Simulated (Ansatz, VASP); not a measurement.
## Ni in VASP and in Ansatz

The input INCAR:

```
ALGO = Normal
EDIFF = 1E-6
ENCUT = 520
GGA = PE
ISIF = 2
ISMEAR = -1
ISPIN = 2
LASPH = True
LCHARG = False
LMAXMIX = 4
LORBIT = 11
LREAL = False
LWAVE = False
MAGMOM = 1 1
NBANDS = 21
NELM = 150
PREC = Accurate
SIGMA = 0.05
```

KPOINTS

```
k-points
0
Gamma
  12 12 7
```

File POSCAR:

```
Ni
1.0
    2.4315927189      0.0000000000      0.0000000000
   -1.2157963594      2.1058210663      0.0000000000
    0.0000000000      0.0000000000      4.0454724674
Ni
2
Direct
    0.6666666667      0.3333333333      0.7500000000
    0.3333333333      0.6666666667      0.2500000000
```

input.yaml

```yaml
crystal:
  lattice:
    - [2.4315927189, 0.0, 0.0]
    - [-1.2157963594, 2.1058210663, 0.0]
    - [0.0, 0.0, 4.0454724674]
  atoms:
    - { symbol: Ni, position: [0.6666666667, 0.3333333333, 0.75], spin: 1.0 }
    - { symbol: Ni, position: [0.3333333333, 0.6666666667, 0.25], spin: 1.0 }
kpoints:
  mp_grid: { grid: [12, 12, 7] }
scf:
  occupations: { method: fermi_dirac, width: 0.05 }
hamiltonian:
  xc: pbe
  pseudopotentials: { kind: all_electron, lapw: { basis_error: 0.0005 } }
magnetization:
  spin_polarized: true
output:
  forces: true
  stress: true
  eigenvalues: true
```

Change from the starting cell: volume scaled by 0.98.

Alike in both runs: task single point; functional PBE; k mesh 12 × 12 × 7; occupations fermi-dirac, width 0.05 eV; collinear spin.

```csv
,VASP,Ansatz
version,VASP 6.6.1,Ansatz 0.2.0
potentials or method,"VASP PAW PBE potentials, release 64 (Ni), cutoff 520 eV","all-electron LAPW, scalar-relativistic"
```

Ansatz gave:

```
gap on the k mesh at the Fermi level (eV)                     : none
pressure (GPa)                                                : 12.1
traceless stress, the component that is largest in VASP (GPa) : -2.76
net moment per atom (μB)                                      : 0.64
size of the moment on the site where the two differ most (μB) : 0.67
```

Question: Which values does VASP return?

Answer: gap on the k mesh at the Fermi level (eV): none; pressure (GPa): 11.8; traceless stress, the component that is largest in VASP (GPa): -2.71; net moment per atom (μB): 0.62; size of the moment on the site where the two differ most (μB): 0.63.

Site moments also hang on the region over which each program counts them. A gap of «none» marks a metal or a gap that the smearing closes. Ansatz ran all-electron here, and VASP with PAW potentials.
